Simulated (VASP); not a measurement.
Au: single point with r2SCAN

The system is Au.

```xyz
4
Lattice="3.2130 0.0000 0.0000 -1.6065 2.7826 0.0000 0.0000 0.0000 8.7510" Properties=species:S:1:pos:R:3 pbc="T T T"
Au    0.0000    0.0000    2.1877
Au    0.0000    0.0000    6.5632
Au    0.0000    1.8551    6.5632
Au    1.6065    0.9275    2.1877
```

| Item | Value |
| --- | --- |
| Program | VASP 6.6.1 |
| Task | single point |
| Functional | r2SCAN |
| Potentials or basis | VASP PAW PBE potentials, release 64 (Au_sv_GW) |
| Cutoff | 550 eV |
| k mesh | 6 × 6 × 2 |
| Occupations | gaussian, width 0.1 eV |
| Spin | no spin polarisation |
| Dipole correction | no |
| Second run | valence_matched |
| Further INCAR settings | ALGO = Normal; EDIFF = 1e-06; NBANDS = 46 |

```yaml
Pressure: 363.8 GPa
Band_gap_on_the_k_mesh: zero (band 38 reaches 8.22 eV, above the bottom of band 39 at 5.60 eV)
```

Stress tensor (GPa, compression positive):
```
547.31   0.00   0.00
  0.00 547.31   0.00
  0.00   0.00  -3.21
```

Levels at points of the mesh, in eV from the Fermi level:
```
           k point  band 36  band 37  band 38  band 39  band 40  band 41
(0.00, 0.00, 0.00)    -3.45    -3.00    -2.40    -2.34     0.28     5.87
(0.50, 0.00, 0.00)    -1.24    -1.08    -1.08     3.28     3.40     3.79
(0.00, 0.00, 0.50)    -3.46    -2.37    -2.37    -1.58    -1.58     8.45
(0.50, 0.00, 0.50)    -1.25    -1.08    -1.08     3.28     3.28     4.99
```

It took 2.4 min on 1 thread of Intel(R) Xeon(R) 6975P-C (Granite Rapids) (shared host), peak memory 0.25 GiB.

Caveat: the k points lie up to 0.38 Å⁻¹ apart; the PAW data sets were made with another functional, which shifts forces and pressure a little; spin-orbit coupling is left out, which moves the levels of the heavy elements.
